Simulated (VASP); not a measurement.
Set up this calculation in VASP 6.6.1, as the native input.

```yaml
Task: single point
Functional: PBE
Potentials_or_basis: VASP PAW PBE potentials, release 64 (Re)
Cutoff: 520 eV
k_mesh: 23 × 23 × 23
Occupations: fermi-dirac, width 0.1 eV
Spin: no spin polarisation
Dipole_correction: no
Further_INCAR_settings: ALGO = Normal; EDIFF = 1e-06; NBANDS = 10
```

The structure of Re lies in POSCAR:

```
Re
1.0
    0.0000000000      1.9834579241      1.9834579241
    1.9834579241      0.0000000000      1.9834579241
    1.9834579241      1.9834579241      0.0000000000
Re
1
Direct
    0.0000000000      0.0000000000      0.0000000000
```

This isn't the form of Re at room conditions, which is hcp.

These files were run (other wordings do the same):

INCAR

```
  ALGO = Normal
  EDIFF = 1E-6
  ENCUT = 520
  GGA = PE
  ISIF = 2
  ISMEAR = -1
  LASPH = T
  LCHARG = F
  LREAL = F
  LWAVE = F
  NBANDS = 10
  NELM = 60
  PREC = Accurate
  SIGMA = 0.1
```

KPOINTS

```
k-points
0
Gamma
  23 23 23
```

Potentials or basis: VASP PAW PBE potentials, release 64 (Re).

Launch:

```console
$ cat potpaw_PBE.64/Re/POTCAR > POTCAR
$ mpirun -np 1 vasp_std > vasp.out
```

It gave:

```json
{"Pressure": "-13.7 GPa", "Band gap on the k mesh": "zero (an odd number of electrons rules out a gap without spin polarisation)"}
```

Caveat: the cell stands under tension; spin-orbit coupling is left out, which moves the levels of the heavy elements.

Wall time 35 s on 1 thread of Intel(R) Xeon(R) Platinum 8375C CPU @ 2.90GHz (Ice Lake) (shared host), peak memory 0.19 GiB.
